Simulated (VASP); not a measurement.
# KBr (P6_3/mmc) in VASP: further runs

The runs below take KBr through single point, with r2SCAN.

All numbers are computed with VASP 6.6.1; they aren't measurements. Logs are shortened: lines on timing, memory, paths and dates and some standing lists are left out, and cuts for length are marked.

**1. The cell of the first run**

The structure is hexagonal, space group P6_3/mmc (No. 194). The conventional cell has a = 4.559 Å, b = 4.559 Å, c = 8.020 Å, α = 90.00°, β = 90.00°, γ = 120.00°. Within 4.4 Å of K (site symmetry -3m) lie 6 Br at 3.31 Å and 2 K at 4.01 Å. Within 4.4 Å of Br (site symmetry -6m2) lie 6 K at 3.31 Å.

**2. Single point, r2SCAN**

POSCAR reads:

```
KBr
1.0
    4.5593000710      0.0000000000      0.0000000000
   -2.2796500355      3.9484696849      0.0000000000
    0.0000000000      0.0000000000      8.0200670366
K Br
2 2
Direct
    0.0000000000      0.0000000000      0.0000000000
    0.0000000000      0.0000000000      0.5000000000
    0.3333333333      0.6666666667      0.2500000000
    0.6666666667      0.3333333333      0.7500000000
```

INCAR.step1 reads:

```
SYSTEM = KBr
  PREC = Accurate
  ENCUT = 520
  ISMEAR = -1
  SIGMA = 0.02
  LREAL = .False.
  LASPH = .True.
  NELM = 60
  NBANDS = 24
  GGA = PE
  ALGO = Normal
  EDIFF = 1E-4
  LWAVE = .True.
  LCHARG = .False.
```

INCAR.step2 reads:

```
SYSTEM = KBr
  PREC = Accurate
  ENCUT = 520
  EDIFF = 1E-6
  ISMEAR = -1
  SIGMA = 0.02
  LREAL = .False.
  LASPH = .True.
  NELM = 60
  ALGO = Normal
  ISIF = 2
  LWAVE = .False.
  LCHARG = .True.
  METAGGA = R2SCAN
  LMIXTAU = .True.
  LELF = .True.
  LVHAR = .True.
  NBANDS = 24
  ISTART = 1
```

KPOINTS reads:

```
regular mesh
0
Gamma
  6 6 4
  0 0 0
```

Potentials or basis: VASP PAW PBE potentials, release 64 (K_sv, Br).

Run with:

```bash
> cat potpaw_PBE.64/K_sv/POTCAR potpaw_PBE.64/Br/POTCAR > POTCAR
> cp INCAR.step1 INCAR
> mpirun -np 1 vasp_std > vasp.out
> cp INCAR.step2 INCAR
> mpirun -np 1 vasp_std > vasp.out
```

OUTCAR:

```text
SYSTEM = KBr
   PREC = Accurate
   ENCUT = 520
   EDIFF = 1E-6
   ISMEAR = -1
   LREAL = .False.
   LASPH = .True.
   NELM = 60
   ISIF = 2
   METAGGA = R2SCAN
   ISTART = 1

 ion  position               nearest neighbor table
   1  0.000  0.000  0.000-
   2  0.000  0.000  0.500-
   3  0.333  0.667  0.250-
   4  0.667  0.333  0.750-

  LATTYP: Found a hexagonal cell.
 ALAT       =     4.5593000710
 C/A-ratio  =     1.7590566341

  Lattice vectors:

 A1 = (   4.5593000710,   0.0000000000,   0.0000000000)
 A2 = (  -2.2796500355,   3.9484696849,   0.0000000000)
 A3 = (   0.0000000000,   0.0000000000,   8.0200670366)

Analysis of symmetry for initial positions (statically):
=====================================================================
 Subroutine PRICEL returns:
 Original cell was already a primitive cell.

 Routine SETGRP: Setting up the symmetry group for a
 hexagonal supercell.

 Subroutine GETGRP returns: Found 24 space group operations
 (whereof 12 operations were pure point group operations)
 out of a pool of 24 trial point group operations.

The static configuration has the point symmetry D_3d.
 The point group associated with its full space group is D_6h.

Analysis of symmetry for dynamics (positions and initial velocities):
=====================================================================
 Subroutine PRICEL returns:
 Original cell was already a primitive cell.

 Routine SETGRP: Setting up the symmetry group for a
 hexagonal supercell.

 Subroutine GETGRP returns: Found 24 space group operations
 (whereof 12 operations were pure point group operations)
 out of a pool of 24 trial point group operations.

The dynamic configuration has the point symmetry D_3d.
 The point group associated with its full space group is D_6h.

 Subroutine INISYM returns: Found 24 space group operations
 (whereof 12 operations are pure point group operations),
 and found     1 'primitive' translations

----------------------------------------------------------------------------------------

                                     Primitive cell

  volume of cell :     144.3793
[... 81 lines left out ...]
   ISTART =      1    job   : 0-new  1-cont  2-samecut
   ICHARG =      0    charge: 1-file 2-atom 10-const
   ISPIN  =      1    spin polarized calculation?
   LNONCOLLINEAR =      F non collinear calculations
   LSORBIT =      F    spin-orbit coupling
   LASPH  =      T    aspherical Exc in radial PAW
   ENCUT  =  520.0 eV  38.22 Ry    6.18 a.u.   8.48  8.48 14.91*2*pi/ulx,y,z
   NELM   =     60;   NELMIN=  2; NELMDL=  0     # of ELM steps
   EDIFF  = 0.1E-05   stopping-criterion for ELM
   LREAL  =      F    real-space projection
   EDIFFG = 0.1E-04   stopping-criterion for IOM
   NSW    =      0    number of steps for IOM
   IBRION =     -1    ionic relax: 0-MD 1-quasi-New 2-CG
   NFREE  =      0    steps in history (QN), initial steepest desc. (CG)
   ISIF   =      2    stress and relaxation
   ISYM   =      2    0-nonsym 1-usesym 2-fastsym
   POTIM  = 0.5000    time-step for ionic-motion
   TEBEG  =    0.0;   TEEND  =   0.0 temperature during run
   PSTRESS=    0.0 pullay stress
   NELECT =      32.0000    total number of electrons
   NUPDOWN=      -1.0000    fix difference up-down
   EMIN   =  10.00;   EMAX   =-10.00  energy-range for DOS
   EFERMI =   0.00;   METHOD = LEGACY
   ISMEAR =    -1;   SIGMA  =   0.02  broadening in eV -4-tet -1-fermi 0-gaus
   EFERMI_NEDOS =   21; number of points for ismear=-14 and -15
   IALGO  =     38    algorithm
   IMIX   =      4    mixing-type and parameters
     AMIX     =   0.40;   BMIX     =  1.00
     AMIX_MAG =   1.60;   BMIX_MAG =  1.00
  volume/ion in A,a.u.               =      36.09       243.58
  Fermi-wavevector in a.u.,A,eV,Ry     =   0.990733  1.872213 13.354816  0.981551
  Thomas-Fermi vector in A             =   2.122424
   LORBIT       =      0    0 simple, 1 ext, 2 COOP (PROOUT), +10 PAW based schemes
   METAGGA = R2SCAN    functional components
   LHFCALC =     F    Hartree Fock is set to
   AEXX    =    0.0000 exact exchange contribution
   IVDW    =     0    specifies the selected vdW correction
   LEPSILON=     F    determine dielectric tensor
   LRPA    =     F    only Hartree local field effects (RPA)
 non-spin polarized calculation
  energy-cutoff  :      520.00
  volume of cell :      144.38
 maximum number of plane-waves:      3930
 NGX is ok and might be reduce to    36
   NGX = 17   NGY = 17   NGZ = 29

 number of electron      32.0000000 magnetization

 Free energy of the ion-electron system (eV)
  ---------------------------------------------------
  ext. energy  EPLUGINS =         0.00000000
  ---------------------------------------------------
  free energy    TOTEN  =       -46.39360926 eV

  energy without entropy =      -46.39360926  energy(sigma->0) =      -46.39360926

 E-fermi :  -1.5556     XC(G=0):  -7.7252

 val. band max:       -2.0855264470   @ k =   0.0000   0.0000   0.0000
 cond. band min:       2.9100548411   @ k =   0.0000   0.0000   0.0000
 fundamental gap:      4.9955812881
 Fermi energy:        -1.5556176861

 k-point     1 :       0.0000    0.0000    0.0000
  band No.  band energies     occupation
      1     -31.1442      2.00000
      2     -31.1328      2.00000
      3     -15.1044      2.00000
      4     -14.8728      2.00000
      5     -13.8503      2.00000
      6     -13.8503      2.00000
[... 556 lines left out ...]
     23       7.6951      0.00000
     24       7.7050      0.00000

------------------------ aborting loop because EDIFF is reached ----------------------------------------

  FORCE on cell =-STRESS in cart. coord.  units (eV):
  Direction    XX          YY          ZZ          XY          YZ          ZX
  --------------------------------------------------------------------------------------
  -------------------------------------------------------------------------------------
  Total        0.0285420      0.0285420      0.0066823      0.0000000      0.0000000      0.0000000
  in kB        0.3167305      0.3167305      0.0741537      0.0000000      0.0000000      0.0000000
  external PRESSURE =       0.2358716 kB  Pullay stress =       0.0000000 kB

 VOLUME and BASIS-vectors are now :
 -----------------------------------------------------------------------------
  energy-cutoff  :      520.00
  volume of cell :      144.38
      direct lattice vectors                 reciprocal lattice vectors
     4.559300071  0.000000000  0.000000000     0.219331912  0.126631338  0.000000000
    -2.279650036  3.948469685  0.000000000     0.000000000  0.253262676  0.000000000
     0.000000000  0.000000000  8.020067037     0.000000000  0.000000000  0.124687237

 POSITION                                       TOTAL-FORCE (eV/Angst)
 -----------------------------------------------------------------------------------
      0.00000      0.00000      0.00000         0.000000      0.000000      0.000000
      0.00000      0.00000      4.01003         0.000000      0.000000      0.000000
     -0.00000      2.63231      2.00502        -0.000000      0.000000      0.000000
      2.27965      1.31616      6.01505         0.000000     -0.000000     -0.000000
 -----------------------------------------------------------------------------------
    total drift:                               -0.000000      0.000000     -0.000000

  FREE ENERGIE OF THE ION-ELECTRON SYSTEM (eV)
  ---------------------------------------------------
  free  energy   TOTEN  =       -46.3936092629 eV

  energy  without entropy=      -46.3936092629  energy(sigma->0) =      -46.39360926
```

OSZICAR.step1:

```text
N       E                     dE             d eps       ncg     rms          rms(c)
DAV:   1     0.225119003315E+03    0.22512E+03   -0.13737E+04  1008   0.116E+03
DAV:   2     0.514230418829E+01   -0.21998E+03   -0.20829E+03  1248   0.291E+02
DAV:   3    -0.122987210437E+02   -0.17441E+02   -0.17369E+02  1672   0.702E+01
DAV:   4    -0.126810533931E+02   -0.38233E+00   -0.38155E+00  1432   0.102E+01
DAV:   5    -0.126936240636E+02   -0.12571E-01   -0.12570E-01  1496   0.143E+00    0.437E+00
DAV:   6    -0.123383928782E+02    0.35523E+00   -0.55874E-01  1216   0.287E+00    0.316E+00
DAV:   7    -0.123138367978E+02    0.24556E-01   -0.33469E-01  1264   0.242E+00    0.147E+00
DAV:   8    -0.123317431097E+02   -0.17906E-01   -0.54298E-02  1400   0.122E+00    0.278E-01
DAV:   9    -0.123318653262E+02   -0.12222E-03   -0.94218E-04  1328   0.159E-01    0.180E-01
DAV:  10    -0.123333035360E+02   -0.14382E-02   -0.25135E-03  1152   0.232E-01    0.700E-02
DAV:  11    -0.123333126733E+02   -0.91372E-05   -0.73127E-05   968   0.514E-02
   1 F= -.12333313E+02 E0= -.12333313E+02  d E =-.114537E-10
```

Run time: 2.6 min. Hardware: 1 thread of Intel Xeon 6975P-C (Granite Rapids), shared host; peak memory 0.31 GiB.

What came out:

```yaml
Free_energy: -46.3936 eV
Pressure: 0.0 GPa
Band_gap_on_the_k_mesh: 5.00 eV, direct
```

Caveat: the PAW data sets were made with another functional, which shifts forces and pressure a little. r2SCAN opens gaps a little over a GGA but as a rule still falls short of measured ones.

**3. Single point, r2SCAN**

POSCAR is that of step 2.

INCAR.step1 reads:

```
PREC = Accurate ; ENCUT = 520
ISMEAR = 0 ; SIGMA = 0.01
LREAL = F ; LASPH = T
NELM = 60 ; NBANDS = 24
GGA = PE ; ALGO = Normal
EDIFF = 1E-4 ; LWAVE = T
LCHARG = F
```

INCAR.step2 reads:

```
PREC = Accurate ; ENCUT = 520
EDIFF = 1E-6 ; ISMEAR = 0
SIGMA = 0.01 ; LREAL = F
LASPH = T ; NELM = 60
ALGO = Normal ; ISIF = 2
LWAVE = F ; LCHARG = F
METAGGA = R2SCAN ; LMIXTAU = T
NBANDS = 24 ; ISTART = 1
```

KPOINTS reads:

```
regular mesh
0
Gamma
  6 6 4
```

Potentials or basis: VASP PAW PBE potentials, release 64 (K_sv, Br).

Run with:

```bash
> cat potpaw_PBE.64/K_sv/POTCAR potpaw_PBE.64/Br/POTCAR > POTCAR
> cp INCAR.step1 INCAR
> mpirun -np 1 vasp_std > vasp.out
> cp INCAR.step2 INCAR
> mpirun -np 1 vasp_std > vasp.out
```

OUTCAR:

```text
PREC = Accurate
   ENCUT = 520
   EDIFF = 1E-6
   ISMEAR = 0
   LREAL = F
   LASPH = T
   NELM = 60
   ISIF = 2
   METAGGA = R2SCAN
   ISTART = 1

 ion  position               nearest neighbor table
   1  0.000  0.000  0.000-
   2  0.000  0.000  0.500-
   3  0.333  0.667  0.250-
   4  0.667  0.333  0.750-

  LATTYP: Found a hexagonal cell.
 ALAT       =     4.5593000710
 C/A-ratio  =     1.7590566341

  Lattice vectors:

 A1 = (   4.5593000710,   0.0000000000,   0.0000000000)
 A2 = (  -2.2796500355,   3.9484696849,   0.0000000000)
 A3 = (   0.0000000000,   0.0000000000,   8.0200670366)

Analysis of symmetry for initial positions (statically):
=====================================================================
 Subroutine PRICEL returns:
 Original cell was already a primitive cell.

 Routine SETGRP: Setting up the symmetry group for a
 hexagonal supercell.

 Subroutine GETGRP returns: Found 24 space group operations
 (whereof 12 operations were pure point group operations)
 out of a pool of 24 trial point group operations.

The static configuration has the point symmetry D_3d.
 The point group associated with its full space group is D_6h.

Analysis of symmetry for dynamics (positions and initial velocities):
=====================================================================
 Subroutine PRICEL returns:
 Original cell was already a primitive cell.

 Routine SETGRP: Setting up the symmetry group for a
 hexagonal supercell.

 Subroutine GETGRP returns: Found 24 space group operations
 (whereof 12 operations were pure point group operations)
 out of a pool of 24 trial point group operations.

[... 114 lines left out ...]
   EMIN   =  10.00;   EMAX   =-10.00  energy-range for DOS
   EFERMI =   0.00;   METHOD = LEGACY
   ISMEAR =     0;   SIGMA  =   0.01  broadening in eV -4-tet -1-fermi 0-gaus
   EFERMI_NEDOS =   21; number of points for ismear=-14 and -15
   IALGO  =     38    algorithm
   IMIX   =      4    mixing-type and parameters
     AMIX     =   0.40;   BMIX     =  1.00
     AMIX_MAG =   1.60;   BMIX_MAG =  1.00
  volume/ion in A,a.u.               =      36.09       243.58
  Fermi-wavevector in a.u.,A,eV,Ry     =   0.990733  1.872213 13.354816  0.981551
  Thomas-Fermi vector in A             =   2.122424
   LORBIT       =      0    0 simple, 1 ext, 2 COOP (PROOUT), +10 PAW based schemes
   METAGGA = R2SCAN    functional components
   LHFCALC =     F    Hartree Fock is set to
   AEXX    =    0.0000 exact exchange contribution
   IVDW    =     0    specifies the selected vdW correction
   LEPSILON=     F    determine dielectric tensor
   LRPA    =     F    only Hartree local field effects (RPA)
 non-spin polarized calculation
 Gauss-broadening in eV      SIGMA  =   0.01
  energy-cutoff  :      520.00
  volume of cell :      144.38
 maximum number of plane-waves:      3930
 NGX is ok and might be reduce to    36
   NGX = 17   NGY = 17   NGZ = 29

 number of electron      32.0000000 magnetization

 Free energy of the ion-electron system (eV)
  ---------------------------------------------------
  ext. energy  EPLUGINS =         0.00000000
  ---------------------------------------------------
  free energy    TOTEN  =       -46.39360926 eV

  energy without entropy =      -46.39360926  energy(sigma->0) =      -46.39360926

 E-fermi :  -1.9582     XC(G=0):  -7.7252

 val. band max:       -2.0855264468   @ k =   0.0000   0.0000   0.0000
 cond. band min:       2.9100548409   @ k =   0.0000   0.0000   0.0000
 fundamental gap:      4.9955812877
 Fermi energy:        -1.9582359738

 k-point     1 :       0.0000    0.0000    0.0000
  band No.  band energies     occupation
      1     -31.1442      2.00000
      2     -31.1328      2.00000
      3     -15.1044      2.00000
      4     -14.8728      2.00000
      5     -13.8503      2.00000
      6     -13.8503      2.00000
[... 556 lines left out ...]
     23       7.6951      0.00000
     24       7.7050      0.00000

------------------------ aborting loop because EDIFF is reached ----------------------------------------

  FORCE on cell =-STRESS in cart. coord.  units (eV):
  Direction    XX          YY          ZZ          XY          YZ          ZX
  --------------------------------------------------------------------------------------
  -------------------------------------------------------------------------------------
  Total        0.0285420      0.0285420      0.0066823      0.0000000      0.0000000     -0.0000000
  in kB        0.3167307      0.3167307      0.0741536      0.0000000      0.0000000     -0.0000000
  external PRESSURE =       0.2358716 kB  Pullay stress =       0.0000000 kB

 VOLUME and BASIS-vectors are now :
 -----------------------------------------------------------------------------
  energy-cutoff  :      520.00
  volume of cell :      144.38
      direct lattice vectors                 reciprocal lattice vectors
     4.559300071  0.000000000  0.000000000     0.219331912  0.126631338  0.000000000
    -2.279650036  3.948469685  0.000000000     0.000000000  0.253262676  0.000000000
     0.000000000  0.000000000  8.020067037     0.000000000  0.000000000  0.124687237

 POSITION                                       TOTAL-FORCE (eV/Angst)
 -----------------------------------------------------------------------------------
      0.00000      0.00000      0.00000         0.000000     -0.000000      0.000000
      0.00000      0.00000      4.01003         0.000000     -0.000000      0.000000
     -0.00000      2.63231      2.00502         0.000000      0.000000     -0.000000
      2.27965      1.31616      6.01505        -0.000000      0.000000      0.000000
 -----------------------------------------------------------------------------------
    total drift:                               -0.000000      0.000000     -0.000000

  FREE ENERGIE OF THE ION-ELECTRON SYSTEM (eV)
  ---------------------------------------------------
  free  energy   TOTEN  =       -46.3936092628 eV

  energy  without entropy=      -46.3936092628  energy(sigma->0) =      -46.39360926
```

OUTCAR.step1:

```text
PREC = Accurate
   ENCUT = 520
   ISMEAR = 0
   LREAL = F
[... 793 lines left out ...]
      0.00000      0.00000      0.00000         0.000000      0.000000     -0.000000
      0.00000      0.00000      4.01003         0.000000      0.000000     -0.000000
     -0.00000      2.63231      2.00502         0.000000      0.000000      0.000000
      2.27965      1.31616      6.01505        -0.000000      0.000000      0.000000
 -----------------------------------------------------------------------------------
    total drift:                               -0.000000      0.000000     -0.000000

  FREE ENERGIE OF THE ION-ELECTRON SYSTEM (eV)
  ---------------------------------------------------
  free  energy   TOTEN  =       -12.3333126733 eV

  energy  without entropy=      -12.3333126733  energy(sigma->0) =      -12.33331267
```

It took 2.2 min on 1 thread of Intel Xeon 6975P-C (Granite Rapids), shared host; peak memory 0.31 GiB.

What came out:

```yaml
Free_energy: -46.3936 eV
Pressure: 0.0 GPa
Band_gap_on_the_k_mesh: 5.00 eV, direct
```

Caveat: the PAW data sets were made with another functional, which shifts forces and pressure a little.
